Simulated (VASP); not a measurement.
# Mg8H in VASP: notebook

The runs below take Mg8H through single point, with PBE.

Program: VASP 6.6.1. These are calculated values, not measurements. Logs are shortened: lines on timing, memory, paths and dates and some standing lists are left out, and cuts for length are marked.

## (1) The cell of the first run

The cell holds a slab with vacuum, 9 atoms: a = 6.420 Å, b = 5.138 Å, c = 19.164 Å, α = 90.00°, β = 90.00°, γ = 90.00°.

## (2) Single point, PBE

The input, INCAR:

```
SYSTEM = Mg8H
PREC = Accurate
ENCUT = 520
EDIFF = 1E-6
ISMEAR = 0
SIGMA = 0.1
LREAL = .False.
LASPH = .True.
NELM = 100
ALGO = Normal
ISIF = 2
LWAVE = .False.
LCHARG = .True.
LDIPOL = .True.
IDIPOL = 3
DIPOL = 0.5 0.5 0.323
GGA = PE
LELF = .True.
LVHAR = .True.
LVACPOTAV = .True.
NBANDS = 18
```

The input, KPOINTS:

```
regular mesh
0
Gamma
  4 5 1
  0 0 0
```

The input, POSCAR:

```
Mg8H
1.0
    6.4201385733      0.0000000000      0.0000000000
    0.0000000000      5.1379129567      0.0000000000
    0.0000000000      0.0000000000     19.1644777330
Mg H
8 1
Direct
    0.0000000000      0.7500000000      0.2087194890
    0.5000000000      0.7500000000      0.2087194890
    0.2500000000      0.2500000000      0.2570728643
    0.7500000000      0.2500000000      0.2570728643
    0.2500000000      0.7500000000      0.3587181927
    0.7500000000      0.7500000000      0.3587181927
    0.0000000000      0.2500000000      0.3999314690
    0.5000000000      0.2500000000      0.3999314690
    0.2500000000      0.2500000000      0.4538340488
```

Potentials or basis: VASP PAW PBE potentials, release 64 (Mg, H).

Launch:

```
$ cat potpaw_PBE.64/Mg/POTCAR potpaw_PBE.64/H/POTCAR > POTCAR
$ mpirun -np 1 vasp_std > vasp.out
```

OUTCAR:

```text
SYSTEM = Mg8H
   PREC = Accurate
   ENCUT = 520
   EDIFF = 1E-6
   ISMEAR = 0
   LREAL = .False.
   LASPH = .True.
   NELM = 100
   ISIF = 2
   GGA = PE

 ion  position               nearest neighbor table
   1  0.000  0.750  0.209-   3 3.17   4 3.17   3 3.17   4 3.17   2 3.21   2 3.21   6 3.29   5 3.29

   2  0.500  0.750  0.209-   3 3.17   4 3.17   3 3.17   4 3.17   1 3.21   1 3.21   6 3.29   5 3.29

   3  0.250  0.250  0.257-   1 3.17   2 3.17   1 3.17   2 3.17   7 3.17   8 3.17   4 3.21   4 3.21
                             5 3.22   5 3.22
   4  0.750  0.250  0.257-   1 3.17   2 3.17   1 3.17   2 3.17   7 3.17   8 3.17   3 3.21   3 3.21
                             6 3.22   6 3.22
   5  0.250  0.750  0.359-   7 3.13   8 3.13   7 3.13   8 3.13   6 3.21   6 3.21   3 3.22   3 3.22
                             1 3.29   2 3.29
   6  0.750  0.750  0.359-   7 3.13   8 3.13   7 3.13   8 3.13   5 3.21   5 3.21   4 3.22   4 3.22
                             1 3.29   2 3.29
   7  0.000  0.250  0.400-   9 1.91   6 3.13   5 3.13   5 3.13   6 3.13   4 3.17   3 3.17   8 3.21
                             8 3.21
   8  0.500  0.250  0.400-   9 1.91   6 3.13   5 3.13   5 3.13   6 3.13   4 3.17   3 3.17   7 3.21
                             7 3.21
   9  0.250  0.250  0.454-   7 1.91   8 1.91

  LATTYP: Found a simple orthorhombic cell.
 ALAT       =     5.1379129567
 B/A-ratio  =     1.2495615686
 C/A-ratio  =     3.7300121459

  Lattice vectors:

 A1 = (   0.0000000000,  -5.1379129567,   0.0000000000)
 A2 = (   6.4201385733,   0.0000000000,   0.0000000000)
 A3 = (   0.0000000000,   0.0000000000,  19.1644777330)

Analysis of symmetry for initial positions (statically):
=====================================================================
 Subroutine PRICEL returns:
 Original cell was already a primitive cell.

 Routine SETGRP: Setting up the symmetry group for a
 simple orthorhombic supercell.

 Subroutine GETGRP returns: Found  4 space group operations
 (whereof  1 operations were pure point group operations)
 out of a pool of  8 trial point group operations.

The static configuration has the point symmetry C_1 .
 The point group associated with its full space group is C_2v.

Analysis of symmetry for dynamics (positions and initial velocities):
=====================================================================
 Subroutine PRICEL returns:
 Original cell was already a primitive cell.

 Routine SETGRP: Setting up the symmetry group for a
 simple orthorhombic supercell.

 Subroutine GETGRP returns: Found  4 space group operations
 (whereof  1 operations were pure point group operations)
 out of a pool of  8 trial point group operations.

The dynamic configuration has the point symmetry C_1 .
 The point group associated with its full space group is C_2v.

 Subroutine INISYM returns: Found  4 space group operations
 (whereof  1 operations are pure point group operations),
 and found     1 'primitive' translations

----------------------------------------------------------------------------------------

                                     Primitive cell

  volume of cell :     632.1616

  direct lattice vectors                    reciprocal lattice vectors
     6.420138573  0.000000000  0.000000000     0.155759878  0.000000000  0.000000000
     0.000000000  5.137912957  0.000000000     0.000000000  0.194631557  0.000000000
     0.000000000  0.000000000 19.164477733     0.000000000  0.000000000  0.052179872

  length of vectors
     6.420138573  5.137912957 19.164477733     0.155759878  0.194631557  0.052179872

  position of ions in fractional coordinates (direct lattice)
     0.000000000  0.750000000  0.208719489
     0.500000000  0.750000000  0.208719489
     0.250000000  0.250000000  0.257072864
     0.750000000  0.250000000  0.257072864
     0.250000000  0.750000000  0.358718193
     0.750000000  0.750000000  0.358718193
     0.000000000  0.250000000  0.399931469
     0.500000000  0.250000000  0.399931469
     0.250000000  0.250000000  0.453834049

  ion indices of the primitive-cell ions
   primitive index   ion index
                 1           1
                 2           2
                 3           3
                 4           4
                 5           5
                 6           6
                 7           7
                 8           8
                 9           9

----------------------------------------------------------------------------------------

 KPOINTS: regular mesh

Automatic generation of k-mesh.
 Grid dimensions read from file:
 generate k-points for:    4    5    1

 Generating k-lattice:

  Cartesian coordinates                     Fractional coordinates (reciprocal lattice)
     0.038939969  0.000000000  0.000000000     0.250000000  0.000000000  0.000000000
     0.000000000  0.038926311  0.000000000     0.000000000  0.200000000  0.000000000
     0.000000000  0.000000000  0.052179872     0.000000000  0.000000000  1.000000000

  Length of vectors
     0.038939969  0.038926311  0.052179872

  Shift w.r.t. Gamma in fractional coordinates (k-lattice)
     0.000000000  0.000000000  0.000000000

 Subroutine IBZKPT returns following result:
 ===========================================

 Found      9 irreducible k-points:

 Following reciprocal coordinates:
            Coordinates               Weight
  0.000000  0.000000  0.000000      1.000000
  0.250000  0.000000  0.000000      2.000000
  0.500000  0.000000  0.000000      1.000000
  0.000000  0.200000  0.000000      2.000000
  0.250000  0.200000  0.000000      4.000000
  0.500000  0.200000  0.000000      2.000000
  0.000000  0.400000  0.000000      2.000000
  0.250000  0.400000  0.000000      4.000000
  0.500000  0.400000  0.000000      2.000000
   k-points           NKPTS =      9   k-points in BZ     NKDIM =      9   number of bands    NBANDS=     18
   number of dos      NEDOS =    301   number of ions     NIONS =      9
   total plane-waves  NPLWV = 276480
   dimension x,y,z NGX =    48 NGY =   40 NGZ =  144
   dimension x,y,z NGXF=    96 NGYF=   80 NGZF=  288
   ions per type =               8   1
   NGX,Y,Z   is equivalent  to a cutoff of  12.43, 12.94, 12.49 a.u.
   NGXF,Y,Z  is equivalent  to a cutoff of  24.86, 25.89, 24.98 a.u.
 SYSTEM =  Mg8H
   PREC   = accura    normal or accurate (medium, high low for compatibility)
   ISTART =      0    job   : 0-new  1-cont  2-samecut
   ICHARG =      2    charge: 1-file 2-atom 10-const
   ISPIN  =      1    spin polarized calculation?
   LNONCOLLINEAR =      F non collinear calculations
   LSORBIT =      F    spin-orbit coupling
   LASPH  =      T    aspherical Exc in radial PAW
   ENCUT  =  520.0 eV  38.22 Ry    6.18 a.u.  11.94  9.55 35.63*2*pi/ulx,y,z
   NELM   =    100;   NELMIN=  2; NELMDL= -5     # of ELM steps
   EDIFF  = 0.1E-05   stopping-criterion for ELM
   LREAL  =      F    real-space projection
   EDIFFG = 0.1E-04   stopping-criterion for IOM
   NSW    =      0    number of steps for IOM
[... 5 lines left out ...]
   TEBEG  =    0.0;   TEEND  =   0.0 temperature during run
   PSTRESS=    0.0 pullay stress
   NELECT =      17.0000    total number of electrons
   NUPDOWN=      -1.0000    fix difference up-down
   EMIN   =  10.00;   EMAX   =-10.00  energy-range for DOS
   EFERMI =   0.00;   METHOD = LEGACY
   ISMEAR =     0;   SIGMA  =   0.10  broadening in eV -4-tet -1-fermi 0-gaus
   EFERMI_NEDOS =   21; number of points for ismear=-14 and -15
   IALGO  =     38    algorithm
   IMIX   =      4    mixing-type and parameters
     AMIX     =   0.40;   BMIX     =  1.00
     AMIX_MAG =   1.60;   BMIX_MAG =  1.00
  volume/ion in A,a.u.               =      70.24       474.00
  Fermi-wavevector in a.u.,A,eV,Ry     =   0.490473  0.926860  3.273069  0.240564
  Thomas-Fermi vector in A             =   1.493349
   LORBIT       =      0    0 simple, 1 ext, 2 COOP (PROOUT), +10 PAW based schemes
   GGA     = PE    functional components
   LHFCALC =     F    Hartree Fock is set to
   AEXX    =    0.0000 exact exchange contribution
   IVDW    =     0    specifies the selected vdW correction
   LEPSILON=     F    determine dielectric tensor
   LRPA    =     F    only Hartree local field effects (RPA)
 non-spin polarized calculation
 Gauss-broadening in eV      SIGMA  =   0.10
  energy-cutoff  :      520.00
  volume of cell :      632.16
 maximum number of plane-waves:     17060
 NGX is ok and might be reduce to    48
   NGX = 23   NGY = 19   NGZ = 71

 number of electron      17.0000000 magnetization

 dipolmoment           0.000000      0.000000      0.065101 electrons x Angstroem

 Free energy of the ion-electron system (eV)
  ---------------------------------------------------
  ext. energy  EPLUGINS =         0.00000000
  ---------------------------------------------------
  free energy    TOTEN  =       -12.66727360 eV

  energy without entropy =      -12.63227419  energy(sigma->0) =      -12.64977390

 E-fermi :  -1.8354     XC(G=0):  -3.4209

 val. band max:       -1.8482565546   @ k =   0.0000   0.2000   0.0000
 cond. band min:      -1.7856210333   @ k =   0.5000   0.0000   0.0000
 fundamental gap:      0.0626355213
 Fermi energy:        -1.8354390073

 k-point     1 :       0.0000    0.0000    0.0000
  band No.  band energies     occupation
      1      -8.0384      2.00000
      2      -6.5266      2.00000
      3      -4.8619      2.00000
      4      -4.2140      2.00000
      5      -3.9657      2.00000
      6      -2.6354      2.00000
[... 10 lines left out ...]
     17       1.3519      0.00000
     18       1.3646      0.00000

 k-point     2 :       0.2500    0.0000    0.0000
  band No.  band energies     occupation
      1      -7.8303      2.00000
      2      -6.5076      2.00000
      3      -5.7391      2.00000
      4      -4.5617      2.00000
      5      -3.3482      2.00000
      6      -2.4094      2.00000
[... 10 lines left out ...]
     17       1.1816      0.00000
     18       1.5659      0.00000
[... 127 lines left out ...]
 k-point     9 :       0.5000    0.4000    0.0000
  band No.  band energies     occupation
      1      -6.8251      2.00000
      2      -6.0687      2.00000
      3      -5.5757      2.00000
      4      -4.9917      2.00000
      5      -4.5481      2.00000
      6      -3.8997      2.00000
[... 10 lines left out ...]
     17       1.8012      0.00000
     18       2.2339      0.00000

------------------------ aborting loop because EDIFF is reached ----------------------------------------

  FORCE on cell =-STRESS in cart. coord.  units (eV):
  Direction    XX          YY          ZZ          XY          YZ          ZX
  --------------------------------------------------------------------------------------
  -------------------------------------------------------------------------------------
  Total       -3.4974227     -1.0504781     -0.5371204      0.0000000      0.0000000      0.0000000
  in kB       -8.8640170     -2.6623764     -1.3613008      0.0000000      0.0000000      0.0000000
  external PRESSURE =      -4.2958980 kB  Pullay stress =       0.0000000 kB

 VOLUME and BASIS-vectors are now :
 -----------------------------------------------------------------------------
  energy-cutoff  :      520.00
  volume of cell :      632.16
      direct lattice vectors                 reciprocal lattice vectors
     6.420138573  0.000000000  0.000000000     0.155759878  0.000000000  0.000000000
     0.000000000  5.137912957  0.000000000     0.000000000  0.194631557  0.000000000
     0.000000000  0.000000000 19.164477733     0.000000000  0.000000000  0.052179872

 POSITION                                       TOTAL-FORCE (eV/Angst)
 -----------------------------------------------------------------------------------
      0.00000      3.85343      4.00000         0.037378      0.000000      0.207989
      3.21007      3.85343      4.00000        -0.037378     -0.000000      0.207989
      1.60503      1.28448      4.92667         0.000000     -0.000000     -0.199748
      4.81510      1.28448      4.92667         0.000000     -0.000000     -0.133188
      1.60503      3.85343      6.87465         0.000000     -0.000000     -0.228792
      4.81510      3.85343      6.87465         0.000000     -0.000000      0.087328
      0.00000      1.28448      7.66448        -0.050207      0.000000      0.040810
      3.21007      1.28448      7.66448         0.050207     -0.000000      0.040810
      1.60503      1.28448      8.69749         0.000000     -0.000000     -0.023199
 -----------------------------------------------------------------------------------
    total drift:                               -0.000000      0.000000     -0.000159

  FREE ENERGIE OF THE ION-ELECTRON SYSTEM (eV)
  ---------------------------------------------------
  free  energy   TOTEN  =       -12.6672736035 eV

  energy  without entropy=      -12.6322741882  energy(sigma->0) =      -12.64977390

 vacuum level on the upper side and lower side of the slab         2.100         1.743
```

Run time: 9 min. Hardware: 1 thread of Intel Xeon 8259CL, shared host; peak memory 0.59 GiB.

What came out:

| Item | Value |
| --- | --- |
| Free energy | -12.6673 eV |
| Largest force | 0.229 eV/Å |
| Band gap on the k mesh | zero (an odd number of electrons rules out a gap without spin polarisation) |

Forces on the atoms (eV/Å):
```
Mg   0.037  0.000  0.208
Mg  -0.037  0.000  0.208
Mg   0.000  0.000 -0.200
Mg   0.000  0.000 -0.133
Mg   0.000  0.000 -0.229
Mg   0.000  0.000  0.087
Mg  -0.050  0.000  0.041
Mg   0.050  0.000  0.041
H    0.000  0.000 -0.023
```

## (3) Single point, PBE

The input, INCAR:

```
ALGO = Normal ; DIPOL = 0.5 0.5 0.323
EDIFF = 1E-6 ; ENCUT = 520
GGA = PE ; IDIPOL = 3
ISIF = 2 ; ISMEAR = 0
LASPH = True ; LCHARG = True
LDIPOL = True ; LELF = True
LREAL = False ; LVACPOTAV = True
LVHAR = True ; LWAVE = False
NBANDS = 18 ; NELM = 80
PREC = Accurate ; SIGMA = 0.1
```

The input, KPOINTS:

```
k-points
0
Gamma
  4 5 1
```

POSCAR: that of step 2 with these lines changed.

```diff
@@ -16,2 +16,2 @@
     0.5000000000      0.2500000000      0.3999314690
-    0.2500000000      0.2500000000      0.4538340488
+    0.2500000000      0.7500000000      0.4539941710
```

Potentials or basis: VASP PAW PBE potentials, release 64 (Mg, H).

Launch:

```
$ cat potpaw_PBE.64/Mg/POTCAR potpaw_PBE.64/H/POTCAR > POTCAR
$ mpirun -np 1 vasp_std > vasp.out
```

Run time: 8.5 min. Hardware: 1 thread of Intel Xeon 8259CL, shared host; peak memory 0.59 GiB.

It converged, with:

```
Free energy            : -12.1690 eV
Largest force          : 0.265 eV/Å
Band gap on the k mesh : zero (an odd number of electrons rules out a gap without spin polarisation)
```

Forces in eV/Å, atoms in the order of the input:
```
Mg   0.072  0.000  0.255
Mg  -0.072  0.000  0.255
Mg   0.000  0.000  0.006
Mg   0.000  0.000 -0.096
Mg   0.000  0.000 -0.183
Mg   0.000  0.000 -0.212
Mg   0.065  0.000 -0.016
Mg  -0.065  0.000 -0.016
H    0.000  0.000  0.005
```

Levels at points of the mesh, in eV from the Fermi level:
```csv
k point,band 5,band 6,band 7,band 8,band 9,band 10,band 11,band 12,band 13,band 14
"(0.00, 0.00, 0.00)",-1.86,-0.75,-0.72,-0.17,-0.15,0.65,1.21,1.63,2.32,2.49
"(0.50, 0.00, 0.00)",-1.35,-0.15,0.08,0.15,0.58,0.78,1.41,1.73,1.76,2.01
```

The gap in the log of VASP goes by the Fermi energy; the results here count the filled bands.